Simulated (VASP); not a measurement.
# SnSe2 (P-3m1) in VASP: a series of runs, part 2 of 2

VASP 6.6.1.

## Step 3: Single point, LDA

Contents of INCAR:

```
ALGO = Normal
EDIFF = 1E-6
ENCUT = 520
GGA = CA
ISIF = 2
ISMEAR = 0
LASPH = T
LCHARG = F
LREAL = F
LWAVE = F
NBANDS = 20
NELM = 60
PREC = Accurate
SIGMA = 0.01
```

Contents of KPOINTS:

```
k-points
0
Gamma
  6 6 2
```

Contents of POSCAR:

```
SnSe2
1.0
    3.8251638413      0.0000000000      0.0000000000
   -1.9125819206      3.3126890602      0.0000000000
    0.0000000000      0.0000000000      6.2270560770
Sn Se
1 2
Direct
    0.0000000000      0.0000000000      0.0000000000
    0.3333333333      0.6666666667      0.2530760460
    0.6666666667      0.3333333333      0.7469239540
```

Potentials or basis: VASP PAW LDA potentials, release 64 (Sn_d, Se).

The run is started by

```bash
$ cat potpaw_LDA.64/Sn_d/POTCAR potpaw_LDA.64/Se/POTCAR > POTCAR
$ mpirun -np 1 vasp_std > vasp.out
```

OUTCAR:

```text
EDIFF = 1E-6
   ENCUT = 520
   GGA = CA
   ISIF = 2
   ISMEAR = 0
   LASPH = T
   LREAL = F
   NELM = 60
   PREC = Accurate

 ion  position               nearest neighbor table
   1  0.000  0.000  0.000-   2 2.71   3 2.71   2 2.71   3 2.71   3 2.71   2 2.71
   2  0.333  0.667  0.253-   1 2.71   1 2.71   1 2.71
   3  0.667  0.333  0.747-   1 2.71   1 2.71   1 2.71

  LATTYP: Found a hexagonal cell.
 ALAT       =     3.8251638413
 C/A-ratio  =     1.6279187861

  Lattice vectors:

 A1 = (   3.8251638413,   0.0000000000,   0.0000000000)
 A2 = (  -1.9125819206,   3.3126890602,   0.0000000000)
 A3 = (   0.0000000000,   0.0000000000,   6.2270560770)

Analysis of symmetry for initial positions (statically):
=====================================================================
 Subroutine PRICEL returns:
 Original cell was already a primitive cell.

 Routine SETGRP: Setting up the symmetry group for a
 hexagonal supercell.

 Subroutine GETGRP returns: Found 12 space group operations
 (whereof 12 operations were pure point group operations)
 out of a pool of 24 trial point group operations.

The static configuration has the point symmetry D_3d.

Analysis of symmetry for dynamics (positions and initial velocities):
=====================================================================
 Subroutine PRICEL returns:
 Original cell was already a primitive cell.

 Routine SETGRP: Setting up the symmetry group for a
 hexagonal supercell.

 Subroutine GETGRP returns: Found 12 space group operations
 (whereof 12 operations were pure point group operations)
 out of a pool of 24 trial point group operations.

The dynamic configuration has the point symmetry D_3d.

 Subroutine INISYM returns: Found 12 space group operations
 (whereof 12 operations are pure point group operations),
 and found     1 'primitive' translations

----------------------------------------------------------------------------------------

                                     Primitive cell

  volume of cell :      78.9066

  direct lattice vectors                    reciprocal lattice vectors
     3.825163841  0.000000000  0.000000000     0.261426710  0.150934782  0.000000000
    -1.912581921  3.312689060  0.000000000     0.000000000  0.301869563  0.000000000
     0.000000000  0.000000000  6.227056077     0.000000000  0.000000000  0.160589529

  length of vectors
     3.825163841  3.825163841  6.227056077     0.301869563  0.301869563  0.160589529

  position of ions in fractional coordinates (direct lattice)
     0.000000000  0.000000000  0.000000000
     0.333333333  0.666666667  0.253076046
     0.666666667  0.333333333  0.746923954

  ion indices of the primitive-cell ions
   primitive index   ion index
                 1           1
                 2           2
                 3           3

----------------------------------------------------------------------------------------

 KPOINTS: k-points

Automatic generation of k-mesh.
 Grid dimensions read from file:
 generate k-points for:    6    6    2

 Generating k-lattice:

  Cartesian coordinates                     Fractional coordinates (reciprocal lattice)
     0.043571118  0.025155797  0.000000000     0.166666667  0.000000000  0.000000000
     0.000000000  0.050311594  0.000000000     0.000000000  0.166666667  0.000000000
     0.000000000  0.000000000  0.080294764     0.000000000  0.000000000  0.500000000

  Length of vectors
     0.050311594  0.050311594  0.080294764

  Shift w.r.t. Gamma in fractional coordinates (k-lattice)
     0.000000000  0.000000000  0.000000000

 Subroutine IBZKPT returns following result:
 ===========================================

 Found     14 irreducible k-points:

 Following reciprocal coordinates:
            Coordinates               Weight
  0.000000  0.000000  0.000000      1.000000
  0.166667  0.000000  0.000000      6.000000
  0.333333  0.000000  0.000000      6.000000
  0.500000  0.000000  0.000000      3.000000
  0.166667  0.166667  0.000000      6.000000
  0.333333  0.166667  0.000000     12.000000
  0.333333  0.333333  0.000000      2.000000
  0.000000  0.000000  0.500000      1.000000
  0.166667  0.000000  0.500000      6.000000
  0.333333  0.000000  0.500000      6.000000
  0.500000  0.000000  0.500000      3.000000
  0.166667  0.166667  0.500000      6.000000
  0.333333  0.166667  0.500000     12.000000
  0.333333  0.333333  0.500000      2.000000
   k-points           NKPTS =     14   k-points in BZ     NKDIM =     14   number of bands    NBANDS=     20
   number of dos      NEDOS =    301   number of ions     NIONS =      3
   total plane-waves  NPLWV =  37632
   dimension x,y,z NGX =    28 NGY =   28 NGZ =   48
   dimension x,y,z NGXF=    56 NGYF=   56 NGZF=   96
   ions per type =               1   2
   NGX,Y,Z   is equivalent  to a cutoff of  12.17, 12.17, 12.81 a.u.
   NGXF,Y,Z  is equivalent  to a cutoff of  24.34, 24.34, 25.63 a.u.
 SYSTEM =  unknown system
   PREC   = accura    normal or accurate (medium, high low for compatibility)
   ISTART =      0    job   : 0-new  1-cont  2-samecut
   ICHARG =      2    charge: 1-file 2-atom 10-const
   ISPIN  =      1    spin polarized calculation?
   LNONCOLLINEAR =      F non collinear calculations
   LSORBIT =      F    spin-orbit coupling
   LASPH  =      T    aspherical Exc in radial PAW
   ENCUT  =  520.0 eV  38.22 Ry    6.18 a.u.   7.11  7.11 11.58*2*pi/ulx,y,z
   NELM   =     60;   NELMIN=  2; NELMDL= -5     # of ELM steps
   EDIFF  = 0.1E-05   stopping-criterion for ELM
   LREAL  =      F    real-space projection
   EDIFFG = 0.1E-04   stopping-criterion for IOM
   NSW    =      0    number of steps for IOM
   IBRION =     -1    ionic relax: 0-MD 1-quasi-New 2-CG
   NFREE  =      0    steps in history (QN), initial steepest desc. (CG)
   ISIF   =      2    stress and relaxation
   ISYM   =      2    0-nonsym 1-usesym 2-fastsym
   POTIM  = 0.5000    time-step for ionic-motion
   TEBEG  =    0.0;   TEEND  =   0.0 temperature during run
   PSTRESS=    0.0 pullay stress
   NELECT =      26.0000    total number of electrons
   NUPDOWN=      -1.0000    fix difference up-down
   EMIN   =  10.00;   EMAX   =-10.00  energy-range for DOS
   EFERMI =   0.00;   METHOD = LEGACY
   ISMEAR =     0;   SIGMA  =   0.01  broadening in eV -4-tet -1-fermi 0-gaus
   EFERMI_NEDOS =   21; number of points for ismear=-14 and -15
   IALGO  =     38    algorithm
   IMIX   =      4    mixing-type and parameters
     AMIX     =   0.40;   BMIX     =  1.00
     AMIX_MAG =   1.60;   BMIX_MAG =  1.00
  volume/ion in A,a.u.               =      26.30       177.50
  Fermi-wavevector in a.u.,A,eV,Ry     =   1.130737  2.136782 17.395936  1.278565
  Thomas-Fermi vector in A             =   2.267434
   LORBIT       =      0    0 simple, 1 ext, 2 COOP (PROOUT), +10 PAW based schemes
   GGA     = CA    functional components
   LHFCALC =     F    Hartree Fock is set to
   AEXX    =    0.0000 exact exchange contribution
   IVDW    =     0    specifies the selected vdW correction
   LEPSILON=     F    determine dielectric tensor
   LRPA    =     F    only Hartree local field effects (RPA)
 non-spin polarized calculation
 Gauss-broadening in eV      SIGMA  =   0.01
  energy-cutoff  :      520.00
  volume of cell :       78.91
 maximum number of plane-waves:      2148
   NGX = 15   NGY = 15   NGZ = 23

 number of electron      26.0000000 magnetization

 Free energy of the ion-electron system (eV)
  ---------------------------------------------------
  ext. energy  EPLUGINS =         0.00000000
  ---------------------------------------------------
  free energy    TOTEN  =       -13.76486775 eV

  energy without entropy =      -13.76486775  energy(sigma->0) =      -13.76486775

 E-fermi :   3.8659     XC(G=0):  -9.7010

 val. band max:        3.8190544643   @ k =   0.1667   0.0000   0.0000
 cond. band min:       4.4911453329   @ k =   0.5000   0.0000   0.5000
 fundamental gap:      0.6720908685
 Fermi energy:         3.8659425752

 k-point     1 :       0.0000    0.0000    0.0000
  band No.  band energies     occupation
      1     -17.2797      2.00000
      2     -17.2797      2.00000
      3     -17.2407      2.00000
      4     -17.2284      2.00000
      5     -17.2284      2.00000
      6      -9.9504      2.00000
[... 12 lines left out ...]
     19      12.8451      0.00000
[... 283 lines left out ...]
      4     -17.2269      2.00000
      5     -17.2091      2.00000
      6      -7.9250      2.00000
[... 12 lines left out ...]
     19      12.9159      0.00000
     20      12.9394      0.00000

------------------------ aborting loop because EDIFF is reached ----------------------------------------

  FORCE on cell =-STRESS in cart. coord.  units (eV):
  Direction    XX          YY          ZZ          XY          YZ          ZX
  --------------------------------------------------------------------------------------
  -------------------------------------------------------------------------------------
  Total       -0.6920632     -0.6920632     -0.7587036     -0.0000000      0.0000000     -0.0000000
  in kB      -14.0521532    -14.0521532    -15.4052680     -0.0000000      0.0000000     -0.0000000
  external PRESSURE =     -14.5031914 kB  Pullay stress =       0.0000000 kB

 VOLUME and BASIS-vectors are now :
 -----------------------------------------------------------------------------
  energy-cutoff  :      520.00
  volume of cell :       78.91
      direct lattice vectors                 reciprocal lattice vectors
     3.825163841  0.000000000  0.000000000     0.261426710  0.150934782  0.000000000
    -1.912581921  3.312689060  0.000000000     0.000000000  0.301869563  0.000000000
     0.000000000  0.000000000  6.227056077     0.000000000  0.000000000  0.160589529

 POSITION                                       TOTAL-FORCE (eV/Angst)
 -----------------------------------------------------------------------------------
      0.00000      0.00000      0.00000        -0.000000      0.000000      0.000000
     -0.00000      2.20846      1.57592         0.000000      0.000000     -0.013210
      1.91258      1.10423      4.65114        -0.000000     -0.000000      0.013210
 -----------------------------------------------------------------------------------
    total drift:                               -0.000000     -0.000000      0.000000

  FREE ENERGIE OF THE ION-ELECTRON SYSTEM (eV)
  ---------------------------------------------------
  free  energy   TOTEN  =       -13.7648677540 eV

  energy  without entropy=      -13.7648677540  energy(sigma->0) =      -13.76486775
```

It took 25 s on 1 thread of Intel Xeon 8259CL, shared host; peak memory 0.17 GiB.

What came out:

- Free energy: -13.7649 eV
- Pressure: -1.5 GPa
- Largest force: 0.013 eV/Å
- Band gap on the k mesh: 0.67 eV, indirect (least direct gap 0.93 eV)

Forces in eV/Å, atoms in the order of the input:
```
Sn   0.000  0.000  0.000
Se   0.000  0.000 -0.013
Se   0.000  0.000  0.013
```

Caveat: the k points lie up to 0.50 Å⁻¹ apart; spin-orbit coupling is left out, which moves the levels of the heavy elements. A k mesh can miss the band edges.

## Step 4: Single point, PBE

Contents of INCAR:

```
  ALGO = Normal
  EDIFF = 1E-7
  ENCUT = 520
  GGA = PE
  ISIF = 2
  ISMEAR = 0
  LASPH = True
  LCHARG = False
  LREAL = False
  LWAVE = False
  NBANDS = 20
  NELM = 100
  PREC = Accurate
  SIGMA = 0.01
```

KPOINTS is that of step 3.

POSCAR is that of step 3.

Potentials or basis: VASP PAW PBE potentials, release 64 (Sn_d, Se).

The run is started by

```bash
$ cat potpaw_PBE.64/Sn_d/POTCAR potpaw_PBE.64/Se/POTCAR > POTCAR
$ mpirun -np 1 vasp_std > vasp.out
```

Wall time 40 s (1 thread of Intel Xeon 8259CL, shared host); peak memory 0.19 GiB.

The run converged. Its results:

- Free energy: -11.8198 eV
- Pressure: 3.0 GPa
- Largest force: 0.263 eV/Å
- Band gap on the k mesh: 0.79 eV, indirect (least direct gap 1.12 eV)

Forces in eV/Å, atoms in the order of the input:
```
Sn   0.000  0.000  0.000
Se   0.000  0.000  0.263
Se   0.000  0.000 -0.263
```

Stress tensor (GPa, compression positive):
```
3.02 0.00 0.00
0.00 3.02 0.00
0.00 0.00 2.85
```

Levels at points of the mesh, in eV from the valence-band top:
```tsv
k point	band 11	band 12	band 13	band 14	band 15	band 16
(0.00, 0.00, 0.00)	-0.25	-0.25	-0.07	1.05	3.12	4.70
(0.50, 0.00, 0.00)	-2.42	-1.20	-0.22	1.20	3.80	5.37
(0.00, 0.00, 0.50)	-0.61	-0.09	-0.09	2.49	3.03	4.44
(0.50, 0.00, 0.50)	-1.94	-0.78	-0.61	0.79	4.22	4.78
```

Caveat: the k points lie up to 0.50 Å⁻¹ apart; spin-orbit coupling is left out, which moves the levels of the heavy elements; this functional lacks dispersion, which binds the layers, so the pressure and a relaxed spacing across them are unreliable. A k mesh can miss the band edges.

## Step 5: Single point, r2SCAN

POSCAR is that of step 4.

Contents of INCAR.step1:

```
SYSTEM = SnSe2
PREC = Accurate
ENCUT = 520
ISMEAR = 0
SIGMA = 0.01
LREAL = .False.
LASPH = .True.
NELM = 80
NBANDS = 20
GGA = PE
ALGO = Normal
EDIFF = 1E-4
LWAVE = .True.
LCHARG = .False.
```

Contents of INCAR.step2:

```
SYSTEM = SnSe2
PREC = Accurate
ENCUT = 520
EDIFF = 1E-6
ISMEAR = 0
SIGMA = 0.01
LREAL = .False.
LASPH = .True.
NELM = 80
ALGO = Normal
ISIF = 2
LWAVE = .False.
LCHARG = .False.
METAGGA = R2SCAN
LMIXTAU = .True.
NBANDS = 20
ISTART = 1
```

Contents of KPOINTS:

```
regular mesh
0
Gamma
  6 6 2
  0 0 0
```

Potentials or basis: VASP PAW PBE potentials, release 64 (Sn_d, Se).

The run is started by

```bash
$ cat potpaw_PBE.64/Sn_d/POTCAR potpaw_PBE.64/Se/POTCAR > POTCAR
$ cp INCAR.step1 INCAR
$ mpirun -np 1 vasp_std > vasp.out
$ cp INCAR.step2 INCAR
$ mpirun -np 1 vasp_std > vasp.out
```

OUTCAR:

```text
SYSTEM = SnSe2
   PREC = Accurate
   ENCUT = 520
   EDIFF = 1E-6
   ISMEAR = 0
   LREAL = .False.
   LASPH = .True.
   NELM = 80
   ISIF = 2
   METAGGA = R2SCAN
   ISTART = 1

 ion  position               nearest neighbor table
   1  0.000  0.000  0.000-   2 2.71   3 2.71   2 2.71   3 2.71   3 2.71   2 2.71
   2  0.333  0.667  0.253-   1 2.71   1 2.71   1 2.71
   3  0.667  0.333  0.747-   1 2.71   1 2.71   1 2.71

  LATTYP: Found a hexagonal cell.
 ALAT       =     3.8251638413
 C/A-ratio  =     1.6279187861
[... 502 lines left out ...]

  FORCE on cell =-STRESS in cart. coord.  units (eV):
  Direction    XX          YY          ZZ          XY          YZ          ZX
  --------------------------------------------------------------------------------------
  -------------------------------------------------------------------------------------
  Total        0.5360516      0.5360516      0.3744818      0.0000000      0.0000000      0.0000000
  in kB       10.8843790     10.8843790      7.6037505      0.0000000      0.0000000      0.0000000
  external PRESSURE =       9.7908362 kB  Pullay stress =       0.0000000 kB

 VOLUME and BASIS-vectors are now :
 -----------------------------------------------------------------------------
  energy-cutoff  :      520.00
  volume of cell :       78.91
      direct lattice vectors                 reciprocal lattice vectors
     3.825163841  0.000000000  0.000000000     0.261426710  0.150934782  0.000000000
    -1.912581921  3.312689060  0.000000000     0.000000000  0.301869563  0.000000000
     0.000000000  0.000000000  6.227056077     0.000000000  0.000000000  0.160589529

 POSITION                                       TOTAL-FORCE (eV/Angst)
 -----------------------------------------------------------------------------------
      0.00000      0.00000      0.00000         0.000000      0.000000     -0.000000
     -0.00000      2.20846      1.57592        -0.000000      0.000000     -0.023316
      1.91258      1.10423      4.65114         0.000000     -0.000000      0.023316
 -----------------------------------------------------------------------------------
    total drift:                               -0.000000     -0.000000      0.000000

  FREE ENERGIE OF THE ION-ELECTRON SYSTEM (eV)
  ---------------------------------------------------
  free  energy   TOTEN  =       -54.6229570753 eV

  energy  without entropy=      -54.6229570753  energy(sigma->0) =      -54.62295708
```

OUTCAR.step1:

```text
SYSTEM = SnSe2
   PREC = Accurate
   ENCUT = 520
   ISMEAR = 0
   LREAL = .False.
   LASPH = .True.
[... 534 lines left out ...]
      0.00000      0.00000      0.00000         0.000000      0.000000      0.000000
     -0.00000      2.20846      1.57592         0.000000     -0.000000      0.264392
      1.91258      1.10423      4.65114        -0.000000      0.000000     -0.264392
 -----------------------------------------------------------------------------------
    total drift:                               -0.000000     -0.000000      0.000000

  FREE ENERGIE OF THE ION-ELECTRON SYSTEM (eV)
  ---------------------------------------------------
  free  energy   TOTEN  =       -11.8197477809 eV

  energy  without entropy=      -11.8197477809  energy(sigma->0) =      -11.81974778
```

Wall time 3.1 min (1 thread of Intel Xeon 8259CL, shared host); peak memory 0.2 GiB.

What came out:

- Free energy: -54.6230 eV
- Pressure: 1.0 GPa
- Largest force: 0.023 eV/Å
- Band gap on the k mesh: 1.07 eV, indirect (least direct gap 1.54 eV)

Forces on the atoms (eV/Å):
```
Sn   0.000  0.000  0.000
Se   0.000  0.000 -0.023
Se   0.000  0.000  0.023
```

Stress tensor (GPa, compression positive):
```
1.09 0.00 0.00
0.00 1.09 0.00
0.00 0.00 0.76
```

Caveat: the k points lie up to 0.50 Å⁻¹ apart; the PAW data sets were made with another functional, which shifts forces and pressure a little; spin-orbit coupling is left out, which moves the levels of the heavy elements.

## Step 6: Single point, PBE

Contents of INCAR:

```
SYSTEM = SnSe2
ALGO     = Normal         ! electronic algorithm
EDIFF    = 1E-7           ! SCF threshold, eV
ENCUT    = 520            ! plane-wave cutoff, eV
GGA      = PE             ! functional
ISIF     = 2              ! what is computed and relaxed
ISMEAR   = 0              ! smearing method
LASPH    = .True.         ! aspherical terms in the spheres
LCHARG   = .True.         ! write CHGCAR
LELF     = .True.         ! ELF
LREAL    = .False.        ! projectors in reciprocal space
LVHAR    = .True.       
LWAVE    = .False.        ! write WAVECAR
NBANDS   = 20             ! bands
NELM     = 100            ! most SCF steps
PREC     = Accurate       ! precision mode
SIGMA    = 0.01           ! smearing width, eV
```

Contents of KPOINTS:

```
k-points
0
Gamma
  6 6 4
  0 0 0
```

POSCAR is that of step 5.

Potentials or basis: VASP PAW PBE potentials, release 64 (Sn_d, Se).

The run is started by

```bash
$ cat potpaw_PBE.64/Sn_d/POTCAR potpaw_PBE.64/Se/POTCAR > POTCAR
$ mpirun -np 1 vasp_std > vasp.out
```

It took 69 s on 1 thread of Intel Xeon 8259CL, shared host; peak memory 0.2 GiB.

Results (log left out):

- Free energy: -11.8127 eV
- Pressure: 3.0 GPa
- Largest force: 0.262 eV/Å
- Band gap on the k mesh: 0.79 eV, indirect (least direct gap 1.12 eV)

Forces on the atoms (eV/Å):
```
Sn   0.000  0.000  0.000
Se   0.000  0.000  0.262
Se   0.000  0.000 -0.262
```

Levels at points of the mesh, in eV from the valence-band top:
```csv
k point,band 9,band 10,band 11,band 12,band 13,band 14,band 15,band 16,band 17,band 18
"(0.00, 0.00, 0.00)",-0.52,-0.52,-0.25,-0.25,-0.07,1.05,3.11,4.70,4.70,8.09
"(0.50, 0.00, 0.00)",-4.27,-2.84,-2.42,-1.20,-0.22,1.20,3.80,5.37,5.43,6.93
"(0.00, 0.00, 0.50)",-2.04,-0.61,-0.61,-0.09,-0.09,2.49,3.03,4.44,4.44,7.98
"(0.50, 0.00, 0.50)",-4.72,-2.25,-1.94,-0.78,-0.61,0.79,4.22,4.77,5.84,6.18
```

Caveat: spin-orbit coupling is left out, which moves the levels of the heavy elements; this functional lacks dispersion, which binds the layers, so the pressure and a relaxed spacing across them are unreliable. A k mesh can miss the band edges.

## Step 7: Summary

```csv
level,potentials or basis,k mesh,gap on the mesh (eV),pressure (GPa),largest force (eV/Å)
PBE,"VASP PAW PBE potentials, release 64 (Sn_d, Se)",6 × 6 × 2,0.79,3.0,0.26
LDA,"VASP PAW LDA potentials, release 64 (Sn_d, Se)",6 × 6 × 2,0.67,-1.5,0.01
r2SCAN,"VASP PAW PBE potentials, release 64 (Sn_d, Se)",6 × 6 × 2,1.07,1.0,0.02
PBE,"VASP PAW PBE potentials, release 64 (Sn_d, Se)",6 × 6 × 4,0.79,3.0,0.26
```

Alike in all rows: task single point; no spin polarisation; cell as given; cutoff (eV) 520; smearing gaussian 0.01 eV.

Caveats: some runs use coarse meshes; spin-orbit coupling is left out, which moves the levels of the heavy elements; this functional lacks dispersion, which binds the layers, so the pressure and a relaxed spacing across them are unreliable (some runs); the PAW data sets were made with another functional, which shifts forces and pressure a little (some runs).

Total energies depend on the potentials used, so only differences within one code and one set of settings carry meaning.
